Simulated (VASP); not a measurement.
## W: single point with LDA

W:

```
CELL_PARAMETERS angstrom
2.92040 0.00000 0.00000
-1.46020 2.52914 0.00000
0.00000 0.00000 7.52351
ATOMIC_POSITIONS crystal
W 0.66667 0.33333 0.50000
```

```json
{
 "Program": "VASP 6.6.1",
 "Task": "single point",
 "Functional": "LDA",
 "Potentials or basis": "VASP PAW LDA potentials, release 64 (W_sv)",
 "Cutoff": "500 eV",
 "k mesh": "9 × 9 × 3",
 "Occupations": "fermi-dirac, width 0.1 eV",
 "Spin": "no spin polarisation"
}
```

```
Pressure               : -15.2 GPa
Band gap on the k mesh : zero (band 7 reaches 0.21 eV, above the bottom of band 8 at -1.15 eV)
```

Stress tensor (GPa, compression positive):
```
-22.79   0.00   0.00
  0.00 -22.79   0.00
  0.00   0.00  -0.09
```

Levels at points of the mesh, in eV from the Fermi level:
```tsv
k point	band 5	band 6	band 7	band 8	band 9	band 10
(0.00, 0.00, 0.00)	-5.91	-1.21	0.03	0.03	0.90	2.55
```

Run time: 10 s on 1 thread of AMD EPYC 7R13 Processor (Zen 3), with other jobs on the host, peak memory 0.12 GiB.

Caveat: spin-orbit coupling is left out, which moves the levels of the heavy elements.
